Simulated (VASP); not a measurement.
## Au: single point with revPBE

Au:

```
Au
1.0
     5.33681    0.00000    0.00000
     0.00000    5.33681    0.00000
     0.00000    0.00000    5.33681
Au
8
Direct
  0.00000 0.00000 0.00000
  0.50000 0.50000 0.50000
  0.25000 0.00000 0.50000
  0.75000 0.00000 0.50000
  0.50000 0.25000 0.00000
  0.50000 0.75000 0.00000
  0.00000 0.50000 0.25000
  0.00000 0.50000 0.75000
```

| Quantity | Value |
| --- | --- |
| Program | VASP 6.6.1 |
| Task | single point |
| Functional | revPBE |
| Potentials or basis | VASP PAW PBE potentials, release 64 (Au) |
| Cutoff | 500 eV |
| k mesh | 5 × 5 × 5 |
| Occupations | fermi-dirac, width 0.1 eV |
| Spin | no spin polarisation |

The pressure is -0.2 GPa and the band gap on the k mesh is zero (band 44 reaches 8.75 eV, above the bottom of band 45 at 7.27 eV).

Levels at points of the mesh, in eV from the Fermi level:
```tsv
k point	band 40	band 41	band 42	band 43	band 44	band 45	band 46	band 47
(0.00, 0.00, 0.00)	-1.96	-1.96	0.43	0.43	0.43	0.75	0.75	0.87
```

It used 60 s of CPU time on 1 thread of Intel Xeon 6975P-C (shared host).

Caveat: the PAW data sets were made with another functional, which shifts forces and pressure a little; spin-orbit coupling is left out, which moves the levels of the heavy elements.
